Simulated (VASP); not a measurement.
# BP (Pm-3m) in VASP: a series of runs

BP is run at these levels: r2SCAN, r2SCAN+rVV10; tasks: single point.

Program: VASP 6.6.1. These are calculated values, not measurements. Logs are shortened: lines on timing, memory, paths and dates and some standing lists are left out, and cuts for length are marked.

## 1. The cell of the first run

It takes space group Pm-3m (No. 221, cubic). The conventional cell has a = 2.708 Å, b = 2.708 Å, c = 2.708 Å, α = 90.00°, β = 90.00°, γ = 90.00°. B (site symmetry m-3m) has 8 P at 2.35 Å and 6 B at 2.71 Å within 3.1 Å. P (site symmetry m-3m) has 8 B at 2.35 Å and 6 P at 2.71 Å within 3.1 Å.

## 2. Single point, r2SCAN

The input, POSCAR:

```
BP
1.0
    2.7080526438      0.0000000000      0.0000000000
    0.0000000000      2.7080526438      0.0000000000
    0.0000000000      0.0000000000      2.7080526438
B P
1 1
Direct
    0.0000000000      0.0000000000      0.0000000000
    0.5000000000      0.5000000000      0.5000000000
```

The input, INCAR.step1:

```
SYSTEM = BP
PREC = Accurate
ENCUT = 520
ISMEAR = 0
SIGMA = 0.2
LREAL = .False.
LASPH = .True.
NELM = 60
NBANDS = 11
GGA = PE
ALGO = Normal
EDIFF = 1E-4
LWAVE = .True.
LCHARG = .False.
```

The input, INCAR.step2:

```
SYSTEM = BP
PREC = Accurate
ENCUT = 520
EDIFF = 1E-6
ISMEAR = 0
SIGMA = 0.2
LREAL = .False.
LASPH = .True.
NELM = 60
ALGO = Normal
ISIF = 2
LWAVE = .False.
LCHARG = .False.
METAGGA = R2SCAN
LMIXTAU = .True.
NBANDS = 11
ISTART = 1
```

The input, KPOINTS:

```
Automatic mesh
0
Gamma
  6 6 6
  0 0 0
```

Potentials or basis: VASP PAW PBE potentials, release 64 (B, P).

Run with:

```bash
> cat potpaw_PBE.64/B/POTCAR potpaw_PBE.64/P/POTCAR > POTCAR
> cp INCAR.step1 INCAR
> mpirun -np 1 vasp_std > vasp.out
> cp INCAR.step2 INCAR
> mpirun -np 1 vasp_std > vasp.out
```

OUTCAR:

```text
SYSTEM = BP
   PREC = Accurate
   ENCUT = 520
   EDIFF = 1E-6
   ISMEAR = 0
   LREAL = .False.
   LASPH = .True.
   NELM = 60
   ISIF = 2
   METAGGA = R2SCAN
   ISTART = 1

 ion  position               nearest neighbor table
   1  0.000  0.000  0.000-   2 2.35   2 2.35   2 2.35   2 2.35   2 2.35   2 2.35   2 2.35   2 2.35

   2  0.500  0.500  0.500-   1 2.35   1 2.35   1 2.35   1 2.35   1 2.35   1 2.35   1 2.35   1 2.35

  LATTYP: Found a simple cubic cell.
 ALAT       =     2.7080526438

  Lattice vectors:

 A1 = (   2.7080526438,   0.0000000000,   0.0000000000)
 A2 = (   0.0000000000,   2.7080526438,   0.0000000000)
 A3 = (   0.0000000000,   0.0000000000,   2.7080526438)

Analysis of symmetry for initial positions (statically):
=====================================================================
 Subroutine PRICEL returns:
 Original cell was already a primitive cell.

 Routine SETGRP: Setting up the symmetry group for a
 simple cubic supercell.

 Subroutine GETGRP returns: Found 48 space group operations
 (whereof 48 operations were pure point group operations)
 out of a pool of 48 trial point group operations.

The static configuration has the point symmetry O_h .

Analysis of symmetry for dynamics (positions and initial velocities):
=====================================================================
 Subroutine PRICEL returns:
 Original cell was already a primitive cell.

 Routine SETGRP: Setting up the symmetry group for a
 simple cubic supercell.

 Subroutine GETGRP returns: Found 48 space group operations
 (whereof 48 operations were pure point group operations)
 out of a pool of 48 trial point group operations.

The dynamic configuration has the point symmetry O_h .

 Subroutine INISYM returns: Found 48 space group operations
 (whereof 48 operations are pure point group operations),
 and found     1 'primitive' translations

----------------------------------------------------------------------------------------

                                     Primitive cell

  volume of cell :      19.8596

  direct lattice vectors                    reciprocal lattice vectors
     2.708052644  0.000000000  0.000000000     0.369269040  0.000000000  0.000000000
     0.000000000  2.708052644  0.000000000     0.000000000  0.369269040  0.000000000
     0.000000000  0.000000000  2.708052644     0.000000000  0.000000000  0.369269040

  length of vectors
     2.708052644  2.708052644  2.708052644     0.369269040  0.369269040  0.369269040

  position of ions in fractional coordinates (direct lattice)
     0.000000000  0.000000000  0.000000000
     0.500000000  0.500000000  0.500000000

  ion indices of the primitive-cell ions
   primitive index   ion index
                 1           1
                 2           2

----------------------------------------------------------------------------------------

 KPOINTS: Automatic mesh

Automatic generation of k-mesh.
 Grid dimensions read from file:
 generate k-points for:    6    6    6

 Generating k-lattice:

  Cartesian coordinates                     Fractional coordinates (reciprocal lattice)
     0.061544840  0.000000000  0.000000000     0.166666667  0.000000000  0.000000000
     0.000000000  0.061544840  0.000000000     0.000000000  0.166666667  0.000000000
     0.000000000  0.000000000  0.061544840     0.000000000  0.000000000  0.166666667

  Length of vectors
     0.061544840  0.061544840  0.061544840

  Shift w.r.t. Gamma in fractional coordinates (k-lattice)
     0.000000000  0.000000000  0.000000000

 Subroutine IBZKPT returns following result:
 ===========================================

 Found     20 irreducible k-points:

 Following reciprocal coordinates:
            Coordinates               Weight
  0.000000  0.000000  0.000000      1.000000
  0.166667  0.000000  0.000000      6.000000
  0.333333  0.000000  0.000000      6.000000
  0.500000  0.000000  0.000000      3.000000
  0.166667  0.166667  0.000000     12.000000
  0.333333  0.166667  0.000000     24.000000
[... 12 lines left out ...]
  0.500000  0.500000  0.333333      6.000000
  0.500000  0.500000  0.500000      1.000000
   k-points           NKPTS =     20   k-points in BZ     NKDIM =     20   number of bands    NBANDS=     11
   number of dos      NEDOS =    301   number of ions     NIONS =      2
   total plane-waves  NPLWV =   8000
   dimension x,y,z NGX =    20 NGY =   20 NGZ =   20
   dimension x,y,z NGXF=    40 NGYF=   40 NGZF=   40
   ions per type =               1   1
   NGX,Y,Z   is equivalent  to a cutoff of  12.28, 12.28, 12.28 a.u.
   NGXF,Y,Z  is equivalent  to a cutoff of  24.56, 24.56, 24.56 a.u.
 SYSTEM =  BP
   PREC   = accura    normal or accurate (medium, high low for compatibility)
   ISTART =      1    job   : 0-new  1-cont  2-samecut
   ICHARG =      0    charge: 1-file 2-atom 10-const
   ISPIN  =      1    spin polarized calculation?
   LNONCOLLINEAR =      F non collinear calculations
   LSORBIT =      F    spin-orbit coupling
   LASPH  =      T    aspherical Exc in radial PAW
   ENCUT  =  520.0 eV  38.22 Ry    6.18 a.u.   5.04  5.04  5.04*2*pi/ulx,y,z
   NELM   =     60;   NELMIN=  2; NELMDL=  0     # of ELM steps
   EDIFF  = 0.1E-05   stopping-criterion for ELM
   LREAL  =      F    real-space projection
   EDIFFG = 0.1E-04   stopping-criterion for IOM
   NSW    =      0    number of steps for IOM
   IBRION =     -1    ionic relax: 0-MD 1-quasi-New 2-CG
   NFREE  =      0    steps in history (QN), initial steepest desc. (CG)
   ISIF   =      2    stress and relaxation
   ISYM   =      2    0-nonsym 1-usesym 2-fastsym
   POTIM  = 0.5000    time-step for ionic-motion
   TEBEG  =    0.0;   TEEND  =   0.0 temperature during run
   PSTRESS=    0.0 pullay stress
   NELECT =       8.0000    total number of electrons
   NUPDOWN=      -1.0000    fix difference up-down
   EMIN   =  10.00;   EMAX   =-10.00  energy-range for DOS
   EFERMI =   0.00;   METHOD = LEGACY
   ISMEAR =     0;   SIGMA  =   0.20  broadening in eV -4-tet -1-fermi 0-gaus
   EFERMI_NEDOS =   21; number of points for ismear=-14 and -15
   IALGO  =     38    algorithm
   IMIX   =      4    mixing-type and parameters
     AMIX     =   0.40;   BMIX     =  1.00
     AMIX_MAG =   1.60;   BMIX_MAG =  1.00
  volume/ion in A,a.u.               =       9.93        67.01
  Fermi-wavevector in a.u.,A,eV,Ry     =   1.209060  2.284791 19.889339  1.461825
  Thomas-Fermi vector in A             =   2.344649
   LORBIT       =      0    0 simple, 1 ext, 2 COOP (PROOUT), +10 PAW based schemes
   METAGGA = R2SCAN    functional components
   LHFCALC =     F    Hartree Fock is set to
   AEXX    =    0.0000 exact exchange contribution
   IVDW    =     0    specifies the selected vdW correction
   LEPSILON=     F    determine dielectric tensor
   LRPA    =     F    only Hartree local field effects (RPA)
 non-spin polarized calculation
 Gauss-broadening in eV      SIGMA  =   0.20
  energy-cutoff  :      520.00
  volume of cell :       19.86
 maximum number of plane-waves:       554
   NGX = 11   NGY = 11   NGZ = 11

 number of electron       7.9999998 magnetization

 Free energy of the ion-electron system (eV)
  ---------------------------------------------------
  ext. energy  EPLUGINS =         0.00000000
  ---------------------------------------------------
  free energy    TOTEN  =       -13.02322692 eV

  energy without entropy =      -13.00493990  energy(sigma->0) =      -13.01408341

 E-fermi :  10.2724     XC(G=0): -13.0587

 val. band max:       10.1013829264   @ k =   0.1667   0.1667   0.0000
 cond. band min:      10.3439346565   @ k =   0.5000   0.1667   0.0000
 fundamental gap:      0.2425517301
 Fermi energy:        10.2723527452

 k-point     1 :       0.0000    0.0000    0.0000
  band No.  band energies     occupation
      1      -8.0753      2.00000
      2       9.0717      2.00000
      3       9.0717      2.00000
      4       9.0717      2.00000
      5      12.7751      0.00000
      6      14.8858      0.00000
      7      14.8858      0.00000
      8      22.0843      0.00000
      9      22.0843      0.00000
     10      22.0843      0.00000
     11      29.2532      0.00000

 k-point     2 :       0.1667    0.0000    0.0000
  band No.  band energies     occupation
      1      -7.5352      2.00000
      2       5.3567      2.00000
      3       9.5889      2.00000
      4       9.5889      2.00000
      5      13.5481      0.00000
      6      15.4164      0.00000
      7      18.8714      0.00000
      8      20.3443      0.00000
      9      20.3443      0.00000
     10      21.1979      0.00000
     11      29.3937      0.00000

 k-point     3 :       0.3333    0.0000    0.0000
  band No.  band energies     occupation
      1      -5.9506      2.00000
      2       0.8248      2.00000
      3      11.1222      0.00000
      4      11.1222      0.00000
      5      14.6638      0.00000
      6      16.8861      0.00000
      7      16.9151      0.00000
      8      16.9151      0.00000
      9      18.7002      0.00000
     10      25.6288      0.00000
     11      25.9402      0.00000

 k-point     4 :       0.5000    0.0000    0.0000
  band No.  band energies     occupation
      1      -4.0674      2.00000
      2      -2.0781      2.00000
      3      13.3651      0.00000
      4      13.3651      0.00000
      5      13.8985      0.00000
      6      13.8985      0.00000
      7      15.9521      0.00000
      8      16.9877      0.00000
      9      18.1763      0.00000
     10      23.1701      0.00000
     11      30.3726      0.00000

 k-point     5 :       0.1667    0.1667    0.0000
  band No.  band energies     occupation
      1      -6.9946      2.00000
      2       5.7650      2.00000
      3       5.9856      2.00000
      4      10.1014      1.77331
      5      14.5630      0.00000
      6      17.0491      0.00000
      7      18.9541      0.00000
      8      19.6365      0.00000
      9      19.8974      0.00000
     10      21.8537      0.00000
     11      26.5858      0.00000
[... 155 lines left out ...]
 k-point    17 :       0.3333    0.3333    0.3333
  band No.  band energies     occupation
      1      -1.6562      2.00000
      2       4.8518      2.00000
      3       4.8518      2.00000
      4       5.1522      2.00000
      5      10.7146      0.00176
      6      11.4168      0.00000
      7      11.4168      0.00000
      8      16.5974      0.00000
      9      28.1237      0.00000
     10      30.5009      0.00000
     11      30.5009      0.00000

 k-point    18 :       0.5000    0.3333    0.3333
  band No.  band energies     occupation
      1       0.3765      2.00000
      2       1.9152      2.00000
      3       6.7685      2.00000
      4       7.2621      2.00000
      5       7.9740      2.00000
      6       8.3997      2.00000
      7      13.3763      0.00000
      8      13.7724      0.00000
      9      29.5013      0.00000
     10      29.9180      0.00000
     11      31.6068      0.00000

 k-point    19 :       0.5000    0.5000    0.3333
  band No.  band energies     occupation
      1       2.5828      2.00000
      2       3.7836      2.00000
      3       3.7836      2.00000
      4       5.3855      2.00000
      5       9.0798      2.00000
      6      10.4045      0.35005
      7      10.4045      0.35005
      8      10.7499      0.00073
      9      31.2236      0.00000
     10      31.2236      0.00000
     11      31.5855      0.00000

 k-point    20 :       0.5000    0.5000    0.5000
  band No.  band energies     occupation
      1       4.5273      2.00000
      2       6.2077      2.00000
      3       6.2077      2.00000
      4       6.2077      2.00000
      5       6.9272      2.00000
      6       6.9272      2.00000
      7       6.9272      2.00000
      8       8.4680      2.00000
      9      32.7792      0.00000
     10      32.7792      0.00000
     11      32.7792      0.00000

------------------------ aborting loop because EDIFF is reached ----------------------------------------

  FORCE on cell =-STRESS in cart. coord.  units (eV):
  Direction    XX          YY          ZZ          XY          YZ          ZX
  --------------------------------------------------------------------------------------
  -------------------------------------------------------------------------------------
  Total        0.4429944      0.4429944      0.4429944      0.0000000      0.0000000     -0.0000000
  in kB       35.7386013     35.7386013     35.7386013      0.0000000      0.0000000     -0.0000000
  external PRESSURE =      35.7386013 kB  Pullay stress =       0.0000000 kB

 VOLUME and BASIS-vectors are now :
 -----------------------------------------------------------------------------
  energy-cutoff  :      520.00
  volume of cell :       19.86
      direct lattice vectors                 reciprocal lattice vectors
     2.708052644  0.000000000  0.000000000     0.369269040  0.000000000  0.000000000
     0.000000000  2.708052644  0.000000000     0.000000000  0.369269040  0.000000000
     0.000000000  0.000000000  2.708052644     0.000000000  0.000000000  0.369269040

 POSITION                                       TOTAL-FORCE (eV/Angst)
 -----------------------------------------------------------------------------------
      0.00000      0.00000      0.00000         0.000000      0.000000      0.000000
      1.35403      1.35403      1.35403         0.000000      0.000000      0.000000
 -----------------------------------------------------------------------------------
    total drift:                                0.000000      0.000000     -0.000000

  FREE ENERGIE OF THE ION-ELECTRON SYSTEM (eV)
  ---------------------------------------------------
  free  energy   TOTEN  =       -13.0232269207 eV

  energy  without entropy=      -13.0049398953  energy(sigma->0) =      -13.01408341
```

It took 11 s on 1 thread of Intel Xeon 6975P-C, shared host; peak memory 0.12 GiB.

What came out:

```yaml
Free_energy: -13.0232 eV
Pressure: 3.6 GPa
Band_gap_on_the_k_mesh: zero (band 4 reaches 13.37 eV, above the bottom of band 5 at 6.93 eV)
```

Caveat: the k points lie up to 0.39 Å⁻¹ apart; the PAW data sets were made with another functional, which shifts forces and pressure a little.

## 3. Single point, r2SCAN

POSCAR is that of step 2.

The input, INCAR.step1:

```
PREC = Accurate ; ENCUT = 520
ISMEAR = -1 ; SIGMA = 0.02
LREAL = F ; LASPH = T
NELM = 80 ; NBANDS = 11
GGA = PE ; ALGO = Normal
EDIFF = 1E-4 ; LWAVE = T
LCHARG = F
```

The input, INCAR.step2:

```
PREC = Accurate ; ENCUT = 520
EDIFF = 1E-7 ; ISMEAR = -1
SIGMA = 0.02 ; LREAL = F
LASPH = T ; NELM = 80
ALGO = Normal ; ISIF = 2
LWAVE = F ; LCHARG = F
METAGGA = R2SCAN ; LMIXTAU = T
NBANDS = 11 ; ISTART = 1
```

The input, KPOINTS:

```
regular mesh
0
Gamma
  6 6 6
```

Potentials or basis: VASP PAW PBE potentials, release 64 (B, P).

Run with:

```bash
> cat potpaw_PBE.64/B/POTCAR potpaw_PBE.64/P/POTCAR > POTCAR
> cp INCAR.step1 INCAR
> mpirun -np 1 vasp_std > vasp.out
> cp INCAR.step2 INCAR
> mpirun -np 1 vasp_std > vasp.out
```

It took 12 s on 1 thread of Intel Xeon 6975P-C, shared host; peak memory 0.12 GiB.

Results (log left out):

- Free energy: -13.0123 eV
- Pressure: 3.8 GPa
- Band gap on the k mesh: zero (band 4 reaches 13.37 eV, above the bottom of band 5 at 6.93 eV)

Levels at points of the mesh, in eV from the Fermi level:
```csv
k point,band 1,band 2,band 3,band 4,band 5,band 6,band 7,band 8
"(0.00, 0.00, 0.00)",-18.40,-1.26,-1.26,-1.26,2.45,4.56,4.56,11.75
"(0.50, 0.00, 0.00)",-14.40,-12.41,3.03,3.03,3.57,3.57,5.62,6.66
"(0.50, 0.50, 0.00)",-9.88,-8.76,-8.76,-6.68,5.50,5.87,9.06,9.06
"(0.50, 0.50, 0.50)",-5.80,-4.12,-4.12,-4.12,-3.40,-3.40,-3.40,-1.86
```

Caveat: the k points lie up to 0.39 Å⁻¹ apart; the PAW data sets were made with another functional, which shifts forces and pressure a little.

## 4. Single point, r2SCAN+rVV10

POSCAR is that of step 3.

The input, INCAR.step1:

```
SYSTEM = BP
PREC = Accurate
ENCUT = 520
ISMEAR = -1
SIGMA = 0.02
LREAL = .False.
LASPH = .True.
NELM = 80
NBANDS = 11
GGA = PE
ALGO = Normal
EDIFF = 1E-4
LWAVE = .True.
LCHARG = .False.
```

The input, INCAR.step2:

```
SYSTEM = BP
PREC = Accurate
ENCUT = 520
EDIFF = 1E-6
ISMEAR = -1
SIGMA = 0.02
LREAL = .False.
LASPH = .True.
NELM = 80
ALGO = Normal
ISIF = 2
LWAVE = .False.
LCHARG = .False.
METAGGA = R2SCAN
LMIXTAU = .True.
LUSE_VDW = .True.
IVDW_NL = 2
BPARAM = 11.95
CPARAM = 0.0093
NBANDS = 11
ISTART = 1
```

The input, KPOINTS:

```
Automatic mesh
0
Gamma
  6 6 6
  0 0 0
```

Run with:

```bash
> cat potpaw_PBE.64/B/POTCAR potpaw_PBE.64/P/POTCAR > POTCAR
> cp INCAR.step1 INCAR
> mpirun -np 1 vasp_std > vasp.out
> cp INCAR.step2 INCAR
> mpirun -np 1 vasp_std > vasp.out
```

It took 19 s on 1 thread of Intel Xeon 6975P-C, shared host; peak memory 0.17 GiB.

Results (log left out):

| Item | Value |
| --- | --- |
| Free energy | -12.9864 eV |
| Pressure | 3.4 GPa |
| Band gap on the k mesh | zero (band 4 reaches 13.37 eV, above the bottom of band 5 at 6.93 eV) |

Levels at points of the mesh, in eV from the Fermi level:
```csv
k point,band 1,band 2,band 3,band 4,band 5,band 6,band 7,band 8,band 9
"(0.00, 0.00, 0.00)",-18.41,-1.26,-1.26,-1.26,2.45,4.55,4.55,11.76,11.76
"(0.50, 0.00, 0.00)",-14.40,-12.41,3.04,3.04,3.57,3.57,5.63,6.66,7.84
"(0.50, 0.50, 0.00)",-9.87,-8.76,-8.76,-6.68,5.51,5.88,9.06,9.06,12.22
"(0.50, 0.50, 0.50)",-5.80,-4.12,-4.12,-4.12,-3.41,-3.41,-3.41,-1.86,22.46
```

Caveat: the k points lie up to 0.39 Å⁻¹ apart; the PAW data sets were made with another functional, which shifts forces and pressure a little.

## 5. The runs side by side

| level | smearing | gap on the mesh (eV) | pressure (GPa) |
| --- | --- | --- | --- |
| r2SCAN | gaussian 0.2 eV | none | 3.6 |
| r2SCAN | fermi-dirac 0.02 eV | none | 3.8 |
| r2SCAN+rVV10 | fermi-dirac 0.02 eV | none | 3.4 |

Alike in all rows: task single point; potentials or basis VASP PAW PBE potentials, release 64 (B, P); no spin polarisation; cell as given; k mesh 6 × 6 × 6; cutoff (eV) 520.

Caveats: all runs use coarse meshes; the PAW data sets were made with another functional, which shifts forces and pressure a little.

Absolute energies hang on the potentials; compare differences alone.
